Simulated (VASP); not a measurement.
Input of a VASP 6.6.1 run:

Contents of INCAR:

```
ALGO = Normal ; EDIFF = 1E-7
ENCUT = 520 ; GGA = PE
ISIF = 2 ; ISMEAR = 0
LASPH = True ; LCHARG = True
LELF = True ; LREAL = False
LVHAR = True ; LWAVE = False
NBANDS = 14 ; NELM = 80
PREC = Accurate ; SIGMA = 0.018000000000000002
```

Contents of KPOINTS:

```
k-points
0
Gamma
  10 10 7
```

Contents of POSCAR:

```
ZrB
1.0
    1.9614334600     -1.9857162700      0.0000000000
    1.9614334600      1.9857162700      0.0000000000
    0.0000000000      0.0000000000      4.0139456300
Zr B
1 1
Direct
    0.0000000000      0.0000000000      0.5000000000
    0.5000000000      0.5000000000      0.5000000000
```

Potentials or basis: VASP PAW PBE potentials, release 64 (Zr_sv, B).

Launch:

```bash
$ cat potpaw_PBE.64/Zr_sv/POTCAR potpaw_PBE.64/B/POTCAR > POTCAR
$ mpirun -np 1 vasp_std > vasp.out
```

Q: Estimate the pressure.

A: 76.5 GPa.

Stress tensor (GPa, compression positive):
```
115.65   0.00   0.00
  0.00 113.03   0.00
  0.00   0.00   0.69
```
